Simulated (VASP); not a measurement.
The system is Cl.

```
Cl
1.0
     4.01845    0.00000    0.00000
     0.00000    3.24836    0.00000
     0.00000    0.00000    8.66697
Cl
4
Direct
  0.04700 0.25000 0.89300
  0.45300 0.75000 0.39300
  0.54700 0.25000 0.60700
  0.95300 0.75000 0.10700
```

- Program: VASP 6.6.1
- Task: relaxation of cell and atoms
- Functional: PBE
- Potentials or basis: VASP PAW PBE potentials, release 64 (Cl)
- Cutoff: 600 eV
- k mesh: 4 × 6 × 2
- Occupations: gaussian, width 0.1 eV
- Spin: no spin polarisation

At the start: pressure 0.5 GPa; volume 28.28 Å³/atom.

Question: How do energy, volume and symmetry change on relaxing?

Answer: Over 8 steps the energy falls by 60.3 meV/atom and the volume is 26.83 Å³/atom (-5.1 %); space group Pnma (No. 62, to 0.05 Å).

Step by step:
```
step  energy change (eV)  largest force (eV/Å)  pressure (GPa)  volume (Å³)
   1              0.0000                0.7316            0.51       113.13
   2             -0.1647                0.0662           -1.26       114.51
   3             -0.1738                0.0777           -1.57       114.81
   4             -0.2291                0.1210           -0.81       110.30
   5             -0.2374                0.1493           -0.34       108.20
   6             -0.2374                0.1520           -0.30       108.03
   7             -0.2412                0.0213            0.13       107.20
   8             -0.2413                0.0332            0.07       107.31
```

Final structure:
```
CELL_PARAMETERS angstrom
3.99266 0.00000 0.00000
0.00000 2.99400 0.00000
0.00000 0.00000 8.97715
ATOMIC_POSITIONS crystal
Cl 0.04930 0.25000 0.88813
Cl 0.45070 0.75000 0.38813
Cl 0.54930 0.25000 0.61187
Cl 0.95070 0.75000 0.11187
```

Caveat: the k points lie up to 0.39 Å⁻¹ apart in the final cell.
